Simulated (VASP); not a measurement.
Write the native input for VASP 6.6.1 that does the following.

* Task: single point
* Functional: PBEsol
* Potentials or basis: VASP PAW PBE potentials, release 64 (Sn_d, O, Hf_pv)
* Cutoff: 520 eV
* k mesh: 6 × 4 × 4
* Occupations: fermi-dirac, width 0.02 eV
* Spin: no spin polarisation
* Dipole correction: no
* Further INCAR settings: ALGO = Normal; EDIFF = 1e-06; NBANDS = 62

The structure of HfSn3O8 lies in POSCAR:

```
HfSn3O8
1.0
    3.5209658303      0.0000000000      0.0000000000
    0.0000000000      7.2130580001      0.0000000000
    0.0000000000      0.0000000000      5.3578946183
Sn O Hf
3 8 1
Direct
    0.5000000000      0.2516684639      0.4958574438
    0.0000000000      0.0000000000      0.0106471039
    0.5000000000      0.7483315361      0.4958574438
    0.5000000000      0.0000000000      0.3208635785
    0.0000000000      0.2494027953      0.1826736092
    0.0000000000      0.2597476953      0.6852763399
    0.5000000000      0.0000000000      0.8185335439
    0.5000000000      0.5000000000      0.3091071585
    0.0000000000      0.7505972047      0.1826736092
    0.0000000000      0.7402523047      0.6852763399
    0.5000000000      0.5000000000      0.8168886324
    0.0000000000      0.5000000000     -0.0036548029
```

The input as run:

INCAR

```
SYSTEM = HfSn3O8
PREC = Accurate
ENCUT = 520
EDIFF = 1E-6
ISMEAR = -1
SIGMA = 0.02
LREAL = .False.
LASPH = .True.
NELM = 60
ALGO = Normal
ISIF = 2
LWAVE = .False.
LCHARG = .False.
GGA = PS
NBANDS = 62
```

KPOINTS

```
Automatic mesh
0
Gamma
  6 4 4
  0 0 0
```

Potentials or basis: VASP PAW PBE potentials, release 64 (Sn_d, O, Hf_pv).

Launch:

```sh
$ cat potpaw_PBE.64/Sn_d/POTCAR potpaw_PBE.64/O/POTCAR potpaw_PBE.64/Hf_pv/POTCAR > POTCAR
$ mpirun -np 1 vasp_std > vasp.out
```

Results of the run:

The pressure is -0.3 GPa. The largest force is 0.153 eV/Å. The band gap on the k mesh is 1.63 eV (least direct gap 1.69 eV).

Caveat: the PAW data sets were made with another functional, which shifts forces and pressure a little; spin-orbit coupling is left out, which moves the levels of the heavy elements.

Wall time 6.4 min on 1 thread of Intel(R) Xeon(R) Platinum 8259CL CPU @ 2.50GHz (Skylake/Cascade Lake), with other jobs on the host, peak memory 0.38 GiB.
